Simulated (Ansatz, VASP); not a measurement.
One calculation of Ge, two programs

```
Ge
1.0
     3.89500    0.00000    0.00000
    -1.94750    3.37317    0.00000
     0.00000    0.00000   28.00000
Ge
2
Direct
  0.33333 0.66667 0.51275
  0.66667 0.33333 0.48725
```

Alike in both runs: task single point; functional LDA; k mesh 12 × 12 × 1; occupations gaussian, width 0.1 eV; no spin polarisation.

|  | VASP | Ansatz |
| --- | --- | --- |
| version | VASP 6.6.1 | Ansatz 0.2.0 |
| potentials or method | VASP PAW LDA potentials, release 64 (Ge_d), cutoff 520 eV | scalar-relativistic, plane waves, PAW |
| valence electrons in the cell | 28 | 28 |

|  | VASP | Ansatz | Ansatz less VASP |
| --- | --- | --- | --- |
| gap on the k mesh at the Fermi level (eV) | none | none | - |
| rms of the force components (eV/Å) | 0.116 | 0.125 | +0.0088 |
| work function, face that differs most (eV) | 4.70 | 4.69 | -0.008 |

Ansatz warns that its potentials were made for another functional, while VASP's fit it. LDA's correlation is that of Perdew and Zunger in VASP and of Perdew and Wang (1992) in Ansatz. Atom by atom the forces differ by 0.009 eV/Å (rms over components). A gap of «none» marks a metal or a gap that the smearing closes.
